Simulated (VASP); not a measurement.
Input of a VASP 6.6.1 run:

INCAR

```
  PREC = Accurate
  ENCUT = 520
  EDIFF = 1E-6
  ISMEAR = 1
  SIGMA = 0.01
  LREAL = False
  LASPH = True
  NELM = 80
  ALGO = Normal
  ISIF = 2
  LWAVE = False
  LCHARG = False
  NBANDS = 16
```

The input KPOINTS:

```
regular mesh
0
Gamma
  8 8 8
```

POSCAR

```
HgTe
1.0
   -3.0456030000      3.0456030000      1.5594100000
    3.0456030000     -3.0456030000      1.5594100000
    3.0456030000      3.0456030000     -1.5594100000
Hg Te
1 1
Direct
    0.2500000000      0.7500000000      0.5000000000
    0.0000000000      0.0000000000      0.0000000000
```

Potentials or basis: VASP PAW LDA potentials, release 64 (Hg, Te).

Run with:

```sh
$ cat potpaw_LDA.64/Hg/POTCAR potpaw_LDA.64/Te/POTCAR > POTCAR
$ mpirun -np 1 vasp_std > vasp.out
```

Task: Predict the pressure.

Result: -5.1 GPa.

Task: Predict the band gap on the k mesh.

Result: Zero (band 9 reaches 5.69 eV, above the bottom of band 10 at 2.74 eV).

Stress tensor (GPa, compression positive):
```
-5.40  0.00  0.00
 0.00 -5.40  0.00
 0.00  0.00 -4.53
```

Caveat: spin-orbit coupling is left out, which moves the levels of the heavy elements.
